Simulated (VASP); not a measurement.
Write the native input for VASP 6.6.1 that does the following.

| Quantity | Value |
| --- | --- |
| Task | relaxation of cell and atoms |
| Functional | LDA |
| Potentials or basis | VASP PAW LDA potentials, release 64 (Na_pv, I) |
| Cutoff | 600 eV |
| k mesh | 3 × 3 × 3 |
| Occupations | gaussian, width 0.01 eV |
| Spin | no spin polarisation |
| Dipole correction | no |
| Further INCAR settings | ALGO = Normal; EDIFF = 1e-06; IBRION = 2; EDIFFG = -0.1; NSW = 80; ISIF = 3 |

The structure of NaI lies in POSCAR:

```
NaI
1.0
    0.0000000000      3.2364000000      3.2364000000
    3.2364000000      0.0000000000      3.2364000000
    3.2364000000      3.2364000000      0.0000000000
Na I
1 1
Direct
    0.0000000000      0.0000000000      0.0000000000
    0.5000000000      0.5000000000      0.5000000000
```

These files were run (other wordings do the same):

INCAR

```
SYSTEM = NaI
ALGO = Normal ; EDIFF = 1E-6
EDIFFG = -0.1 ; ENCUT = 600
IBRION = 2 ; ISIF = 3
ISMEAR = 0 ; LASPH = .TRUE.
LCHARG = .FALSE. ; LREAL = .FALSE.
LWAVE = .FALSE. ; NELM = 80
NSW = 80 ; PREC = Accurate
SIGMA = 0.01
```

KPOINTS

```
k-points
0
G
  3 3 3
  0 0 0
```

Potentials or basis: VASP PAW LDA potentials, release 64 (Na_pv, I).

Run with:

```bash
$ cat potpaw_LDA.64/Na_pv/POTCAR potpaw_LDA.64/I/POTCAR > POTCAR
$ mpirun -np 1 vasp_std > vasp.out
```

Results of the run:

```json
{"Relaxed volume": "31.62 Å³/atom", "Relaxed cell": "a = 4.472 Å, b = 4.472 Å, c = 4.472 Å, α = 60.00°, β = 60.00°, γ = 60.00°", "Space group after relaxing (to 0.05 Å)": "Fm-3m (No. 225)", "Energy gained by relaxing": "10.4 meV/atom", "Ionic steps": "3", "Pressure after relaxing": "-0.1 GPa", "Band gap on the k mesh": "3.52 eV, direct"}
```

Caveat: the k points lie up to 0.57 Å⁻¹ apart in the final cell; spin-orbit coupling is left out, which moves the levels of the heavy elements.

It took 14 s on 1 thread of Intel(R) Xeon(R) Platinum 8259CL CPU @ 2.50GHz (Skylake/Cascade Lake), with other jobs on the host, peak memory 0.19 GiB.
